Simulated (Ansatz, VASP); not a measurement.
# Two plane-wave programs on SiC

File INCAR:

```
SYSTEM = SiC
PREC = Accurate
ENCUT = 600
EDIFF = 1E-6
ISMEAR = -1
SIGMA = 0.05
LREAL = .FALSE.
LASPH = .TRUE.
NELM = 120
ALGO = Normal
ISIF = 2
LWAVE = .FALSE.
LCHARG = .TRUE.
GGA = PE
LELF = .TRUE.
LVHAR = .TRUE.
NBANDS = 11
GGA_COMPAT = .FALSE.
```

KPOINTS

```
Automatic mesh
0
G
  8 8 8
  0 0 0
```

File POSCAR:

```
SiC
1.0
    0.0000000000      2.1780523476      2.1780523476
    2.1780523476      0.0000000000      2.1780523476
    2.1780523476      2.1780523476      0.0000000000
Si C
1 1
Direct
    0.0000000000      0.0000000000      0.0000000000
    0.2500000000      0.2500000000      0.2500000000
```

Input for Ansatz:

```yaml
crystal:
  lattice:
    - [0.0, 2.1780523476, 2.1780523476]
    - [2.1780523476, 0.0, 2.1780523476]
    - [2.1780523476, 2.1780523476, 0.0]
  atoms:
    - { symbol: Si, position: [0.0, 0.0, 0.0] }
    - { symbol: C, position: [0.25, 0.25, 0.25] }
kpoints:
  mp_grid: { grid: [8, 8, 8] }
hamiltonian:
  xc: pbe
scf:
  occupations: { method: fermi_dirac, width: 0.05 }
  n_extra_bands: 4
output:
  forces: true
  stress: true
  eigenvalues: true
```

Alike in both runs: task single point; functional PBE; k mesh 8 × 8 × 8; occupations fermi-dirac, width 0.05 eV; no spin polarisation.

|  | VASP | Ansatz |
| --- | --- | --- |
| version | VASP 6.6.1 | Ansatz 0.2.0 |
| potentials or method | VASP PAW PBE potentials, release 64 (Si, C) | plane waves |
| plane-wave cutoff (eV) | 600 | 420 |
| valence electrons in the cell | 8 | 8 |

|  | VASP | Ansatz | Ansatz less VASP |
| --- | --- | --- | --- |
| pressure (GPa) | 3.4 | 3.6 | +0.19 |

With one functional, cell and mesh, what is left measures potentials, basis and numerics.
